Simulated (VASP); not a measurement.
# MnSb (Fm-3m) in VASP: single point with PBE

Aim: the single point of MnSb with PBE.

All numbers are computed with VASP 6.6.1; they aren't measurements. Logs are shortened: lines on timing, memory, paths and dates and some standing lists are left out, and cuts for length are marked.

**1. The cell of the first run**

The structure is cubic, space group Fm-3m (No. 225). Conventional cell: a = 5.590 Å, b = 5.590 Å, c = 5.590 Å, α = 90.00°, β = 90.00°, γ = 90.00°. Mn (site symmetry m-3m) has 6 Sb at 2.80 Å within 3.7 Å. Within 3.7 Å of Sb (site symmetry m-3m) lie 6 Mn at 2.80 Å.

**2. Single point, PBE, collinear spin, ferromagnetic start**

Input file POSCAR:

```
MnSb
1.0
    0.0000000000      2.7950160000      2.7950160000
    2.7950160000      0.0000000000      2.7950160000
    2.7950160000      2.7950160000      0.0000000000
Mn Sb
1 1
Direct
    0.0000000000      0.0000000000      0.0000000000
    0.5000000000      0.5000000000      0.5000000000
```

Input file INCAR.step1:

```
ALGO = Normal ; EDIFF = 1E-7
ENCUT = 520 ; GGA = PE
ISIF = 2 ; ISMEAR = -1
ISPIN = 2 ; LASPH = T
LCHARG = T ; LMAXMIX = 4
LREAL = F ; LWAVE = F
MAGMOM = 4 0 ; NBANDS = 20
NELM = 150 ; PREC = Accurate
SIGMA = 0.08
```

Input file KPOINTS.step1:

```
k-points
0
Gamma
  12 12 12
```

Input file INCAR.step2:

```
ALGO = Normal ; EDIFF = 1E-7
ENCUT = 520 ; GGA = PE
ICHARG = 11 ; ISIF = 2
ISMEAR = -5 ; ISPIN = 2
LASPH = T ; LCHARG = F
LMAXMIX = 4 ; LORBIT = 10
LREAL = F ; LWAVE = F
MAGMOM = 4 0 ; NEDOS = 1001
NELM = 150 ; PREC = Accurate
SIGMA = 0.08
```

Input file KPOINTS.step2:

```
k-points
0
Gamma
  18 18 18
```

Potentials or basis: VASP PAW PBE potentials, release 64 (Mn_pv, Sb).

On the command line:

```console
$ cat potpaw_PBE.64/Mn_pv/POTCAR potpaw_PBE.64/Sb/POTCAR > POTCAR
$ cp INCAR.step1 INCAR
$ cp KPOINTS.step1 KPOINTS
$ mpirun -np 1 vasp_std > vasp.out
$ cp INCAR.step2 INCAR
$ cp KPOINTS.step2 KPOINTS
$ mpirun -np 1 vasp_std > vasp.out
```

OUTCAR:

```text
EDIFF = 1E-7
   ENCUT = 520
   GGA = PE
   ICHARG = 11
   ISIF = 2
   ISMEAR = -5
   ISPIN = 2
   LASPH = T
   LORBIT = 10
   LREAL = F
   NELM = 150
   PREC = Accurate

 ion  position               nearest neighbor table
   1  0.000  0.000  0.000-   2 2.80   2 2.80   2 2.80   2 2.80   2 2.80   2 2.80
   2  0.500  0.500  0.500-   1 2.80   1 2.80   1 2.80   1 2.80   1 2.80   1 2.80

  LATTYP: Found a face centered cubic cell.
 ALAT       =     5.5900320000

  Lattice vectors:

 A1 = (   0.0000000000,   2.7950160000,   2.7950160000)
 A2 = (   2.7950160000,   0.0000000000,   2.7950160000)
 A3 = (   2.7950160000,   2.7950160000,   0.0000000000)

Analysis of symmetry for initial positions (statically):
=====================================================================
 Subroutine PRICEL returns:
 Original cell was already a primitive cell.

 Routine SETGRP: Setting up the symmetry group for a
 face centered cubic supercell.

 Subroutine GETGRP returns: Found 48 space group operations
 (whereof 48 operations were pure point group operations)
 out of a pool of 48 trial point group operations.

The static configuration has the point symmetry O_h .

Analysis of symmetry for dynamics (positions and initial velocities):
=====================================================================
 Subroutine PRICEL returns:
 Original cell was already a primitive cell.

 Routine SETGRP: Setting up the symmetry group for a
 face centered cubic supercell.

 Subroutine GETGRP returns: Found 48 space group operations
 (whereof 48 operations were pure point group operations)
 out of a pool of 48 trial point group operations.

The dynamic configuration has the point symmetry O_h .

Analysis of structural, dynamic, and magnetic symmetry:
=====================================================================
 Subroutine PRICEL returns:
 Original cell was already a primitive cell.

 Routine SETGRP: Setting up the symmetry group for a
 face centered cubic supercell.

 Subroutine GETGRP returns: Found 48 space group operations
 (whereof 48 operations were pure point group operations)
 out of a pool of 48 trial point group operations.

The overall configuration has the point symmetry O_h .

 Subroutine INISYM returns: Found 48 space group operations
 (whereof 48 operations are pure point group operations),
 and found     1 'primitive' translations

----------------------------------------------------------------------------------------

                                     Primitive cell

  volume of cell :      43.6700

  direct lattice vectors                    reciprocal lattice vectors
     0.000000000  2.795016000  2.795016000    -0.178889853  0.178889853  0.178889853
     2.795016000  0.000000000  2.795016000     0.178889853 -0.178889853  0.178889853
     2.795016000  2.795016000  0.000000000     0.178889853  0.178889853 -0.178889853

  length of vectors
     3.952749534  3.952749534  3.952749534     0.309846314  0.309846314  0.309846314

  position of ions in fractional coordinates (direct lattice)
     0.000000000  0.000000000  0.000000000
     0.500000000  0.500000000  0.500000000

  ion indices of the primitive-cell ions
   primitive index   ion index
                 1           1
                 2           2

----------------------------------------------------------------------------------------

 KPOINTS: k-points

Automatic generation of k-mesh.
 Grid dimensions read from file:
 generate k-points for:   18   18   18

 Generating k-lattice:

  Cartesian coordinates                     Fractional coordinates (reciprocal lattice)
    -0.009938325  0.009938325  0.009938325     0.055555556  0.000000000  0.000000000
     0.009938325 -0.009938325  0.009938325     0.000000000  0.055555556  0.000000000
     0.009938325  0.009938325 -0.009938325     0.000000000  0.000000000  0.055555556

  Length of vectors
     0.017213684  0.017213684  0.017213684

  Shift w.r.t. Gamma in fractional coordinates (k-lattice)
     0.000000000  0.000000000  0.000000000

 TETIRR: Found    806 inequivalent tetrahedra from    34992

 Subroutine IBZKPT returns following result:
 ===========================================

 Found    195 irreducible k-points:

 Following reciprocal coordinates:
            Coordinates               Weight
  0.000000  0.000000  0.000000      1.000000
  0.055556  0.000000  0.000000      8.000000
  0.111111  0.000000  0.000000      8.000000
  0.166667  0.000000  0.000000      8.000000
  0.222222  0.000000  0.000000      8.000000
  0.277778  0.000000  0.000000      8.000000
[... 16 lines left out ...]
 -0.277778  0.055556  0.000000     24.000000
 -0.222222  0.055556  0.000000     24.000000
 [... further k-points ...]
   k-points           NKPTS =    195   k-points in BZ     NKDIM =    195   number of bands    NBANDS=     15
   number of dos      NEDOS =   1001   number of ions     NIONS =      2
   total plane-waves  NPLWV =  27000
   dimension x,y,z NGX =    30 NGY =   30 NGZ =   30
   dimension x,y,z NGXF=    60 NGYF=   60 NGZF=   60
   ions per type =               1   1
   NGX,Y,Z   is equivalent  to a cutoff of  12.62, 12.62, 12.62 a.u.
   NGXF,Y,Z  is equivalent  to a cutoff of  25.23, 25.23, 25.23 a.u.
 SYSTEM =  unknown system
   PREC   = accura    normal or accurate (medium, high low for compatibility)
   ISTART =      0    job   : 0-new  1-cont  2-samecut
   ICHARG =     11    charge: 1-file 2-atom 10-const
   ISPIN  =      2    spin polarized calculation?
   LNONCOLLINEAR =      F non collinear calculations
   LSORBIT =      F    spin-orbit coupling
   LASPH  =      T    aspherical Exc in radial PAW
   ENCUT  =  520.0 eV  38.22 Ry    6.18 a.u.   7.35  7.35  7.35*2*pi/ulx,y,z
   NELM   =    150;   NELMIN=  2; NELMDL=  0     # of ELM steps
   EDIFF  = 0.1E-06   stopping-criterion for ELM
   LREAL  =      F    real-space projection
   EDIFFG = 0.1E-05   stopping-criterion for IOM
   NSW    =      0    number of steps for IOM
   IBRION =     -1    ionic relax: 0-MD 1-quasi-New 2-CG
   NFREE  =      0    steps in history (QN), initial steepest desc. (CG)
   ISIF   =      2    stress and relaxation
   ISYM   =      2    0-nonsym 1-usesym 2-fastsym
   POTIM  = 0.5000    time-step for ionic-motion
   TEBEG  =    0.0;   TEEND  =   0.0 temperature during run
   PSTRESS=    0.0 pullay stress
   NELECT =      18.0000    total number of electrons
   NUPDOWN=      -1.0000    fix difference up-down
   EMIN   =  10.00;   EMAX   =-10.00  energy-range for DOS
   EFERMI =   0.00;   METHOD = LEGACY
   ISMEAR =    -5;   SIGMA  =   0.08  broadening in eV -4-tet -1-fermi 0-gaus
   EFERMI_NEDOS =   21; number of points for ismear=-14 and -15
   IALGO  =     38    algorithm
   IMIX   =      4    mixing-type and parameters
     AMIX     =   0.40;   BMIX     =  1.00
     AMIX_MAG =   1.60;   BMIX_MAG =  1.00
  volume/ion in A,a.u.               =      21.83       147.35
  Fermi-wavevector in a.u.,A,eV,Ry     =   1.218348  2.302344 20.196106  1.484372
  Thomas-Fermi vector in A             =   2.353638
   LORBIT       =     10    0 simple, 1 ext, 2 COOP (PROOUT), +10 PAW based schemes
   GGA     = PE    functional components
   LHFCALC =     F    Hartree Fock is set to
   AEXX    =    0.0000 exact exchange contribution
   IVDW    =     0    specifies the selected vdW correction
   LEPSILON=     F    determine dielectric tensor
   LRPA    =     F    only Hartree local field effects (RPA)
 spin polarized calculation
 Fermi weights with tetrahedron method with Bloechl corrections
  energy-cutoff  :      520.00
  volume of cell :       43.67
 maximum number of plane-waves:      1243
 NGX is ok and might be reduce to    30

 number of electron      17.9999988 magnetization       3.8359161

 Free energy of the ion-electron system (eV)
  ---------------------------------------------------
  ext. energy  EPLUGINS =         0.00000000
  ---------------------------------------------------
  free energy    TOTEN  =       -12.85437890 eV

  energy without entropy =      -12.85437890  energy(sigma->0) =      -12.85437890

 E-fermi :   7.6193     XC(G=0): -10.5766

 val. band max:        7.7555329123   @ k =   0.2222   0.2222   0.0000
 cond. band min:       7.4943334367   @ k =   0.2778   0.2778   0.0000
 fundamental gap:     -0.2611994756
 Fermi energy:         7.6192781243

 spin component 1

 k-point     1 :       0.0000    0.0000    0.0000
  band No.  band energies     occupation
      1     -42.6780      1.00000
      2     -42.6780      1.00000
      3     -42.6780      1.00000
      4      -3.9026      1.00000
      5       4.5463      1.00000
      6       4.5463      1.00000
      7       4.5463      1.00000
      8       4.8041      1.00000
      9       4.8041      1.00000
     10       8.9174      0.00000
     11       8.9174      0.00000
     12       8.9174      0.00000
     13      12.5591      0.00000
     14      15.7498      0.00000
     15      15.7695      0.00000
[... 397 lines left out ...]
 k-point    24 :      -0.2222    0.0556    0.0000
  band No.  band energies     occupation
      1     -42.6795      1.00000
      2     -42.6782      1.00000
      3     -42.6779      1.00000
      4      -3.1249      1.00000
      5       3.8661      1.00000
      6       4.2616      1.00000
      7       4.2881      1.00000
      8       4.7087      1.00000
      9       4.8066      1.00000
     10       6.0852      1.00000
     11       8.8624      0.00000
     12       9.9251      0.00000
     13      12.8691      0.00000
     14      13.8978      0.00000
     15      14.3563      0.00000

 [... further k-points ...]

 spin component 2

 k-point     1 :       0.0000    0.0000    0.0000
  band No.  band energies     occupation
      1     -38.7494      1.00000
      2     -38.7494      1.00000
      3     -38.7494      1.00000
      4      -3.8209      1.00000
      5       7.7506      0.03319
      6       7.7506     -0.12599
      7       7.8765      0.00000
      8       7.8765      0.00000
      9       7.8765      0.00000
     10       8.9147      0.00000
     11       8.9147      0.00000
     12       8.9147      0.00000
     13      13.3505      0.00000
     14      15.6771      0.00000
     15      16.5026      0.00000
[... 397 lines left out ...]
 k-point    24 :      -0.2222    0.0556    0.0000
  band No.  band energies     occupation
      1     -38.7515      1.00000
      2     -38.7496      1.00000
      3     -38.7493      1.00000
      4      -3.0722      1.00000
      5       4.9696      1.00000
      6       6.4162      1.00000
      7       6.4573      1.00000
      8       8.1256      0.00000
      9       8.1372      0.00000
     10       8.6439      0.00000
     11       9.9854      0.00000
     12      10.8338      0.00000
     13      13.3564      0.00000
     14      14.7622      0.00000
     15      15.0702      0.00000

 [... further k-points ...]

------------------------ aborting loop because EDIFF is reached ----------------------------------------

  FORCE on cell =-STRESS in cart. coord.  units (eV):
  Direction    XX          YY          ZZ          XY          YZ          ZX
  --------------------------------------------------------------------------------------
  -------------------------------------------------------------------------------------
  Total       -0.1820659     -0.1820659     -0.1820659      0.0000000      0.0000000      0.0000000
  in kB       -6.6796884     -6.6796884     -6.6796884      0.0000000      0.0000000      0.0000000
  external PRESSURE =      -6.6796884 kB  Pullay stress =       0.0000000 kB

 VOLUME and BASIS-vectors are now :
 -----------------------------------------------------------------------------
  energy-cutoff  :      520.00
  volume of cell :       43.67
      direct lattice vectors                 reciprocal lattice vectors
     0.000000000  2.795016000  2.795016000    -0.178889853  0.178889853  0.178889853
     2.795016000  0.000000000  2.795016000     0.178889853 -0.178889853  0.178889853
     2.795016000  2.795016000  0.000000000     0.178889853  0.178889853 -0.178889853

 POSITION                                       TOTAL-FORCE (eV/Angst)
 -----------------------------------------------------------------------------------
      0.00000      0.00000      0.00000         0.000000      0.000000      0.000000
      2.79502      2.79502      2.79502        -0.000000     -0.000000     -0.000000
 -----------------------------------------------------------------------------------
    total drift:                               -0.000000      0.000000      0.000000

  FREE ENERGIE OF THE ION-ELECTRON SYSTEM (eV)
  ---------------------------------------------------
  free  energy   TOTEN  =       -12.8543788980 eV

  energy  without entropy=      -12.8543788980  energy(sigma->0) =      -12.85437890

 total charge

# of ion       s       p       d       tot
------------------------------------------
    1        0.281   6.184   4.992  11.457
    2        1.144   1.297   0.036   2.476
--------------------------------------------------
tot          1.425   7.481   5.028  13.934

 magnetization (x)

# of ion       s       p       d       tot
------------------------------------------
    1        0.075   0.036   3.649   3.760
    2        0.014  -0.128   0.011  -0.103
--------------------------------------------------
tot          0.089  -0.092   3.660   3.658
```

It took 8 min on 1 thread of Intel Xeon 8259CL, shared host; peak memory 0.35 GiB.

What came out:

| Property | Result |
| --- | --- |
| Net moment | 3.84 μB per cell |
| Site moments | Mn +3.76; Sb -0.10 μB |
| Valence electrons inside the program's atomic spheres | Mn 11.46; Sb 2.48 |

Levels at points of the mesh, in eV from the Fermi level:
Spin up:
```csv
k point,band 9,band 10,band 11,band 12,band 13,band 14
"(0.00, 0.00, 0.00)",-2.82,1.30,1.30,1.30,4.94,8.13
"(0.50, 0.00, 0.00)",-2.69,-2.36,2.72,2.72,3.99,4.82
"(0.50, 0.50, 0.00)",-2.59,-1.75,-1.51,-1.51,0.90,4.83
```
Spin down:
```csv
k point,band 3,band 4,band 5,band 6,band 7,band 8,band 9,band 10,band 11,band 12
"(0.00, 0.00, 0.00)",-46.37,-11.44,0.13,0.13,0.26,0.26,0.26,1.30,1.30,1.30
"(0.50, 0.00, 0.00)",-46.37,-9.38,-5.53,-1.85,-1.85,0.92,0.92,1.12,4.11,4.11
"(0.50, 0.50, 0.00)",-46.37,-9.00,-4.56,-1.40,-1.40,-0.71,0.44,0.96,1.20,1.20
```

Caveat: spin-orbit coupling is left out, which moves the levels of the heavy elements; a cell with one magnetic atom can't hold antiferromagnetic order, which such compounds often take.
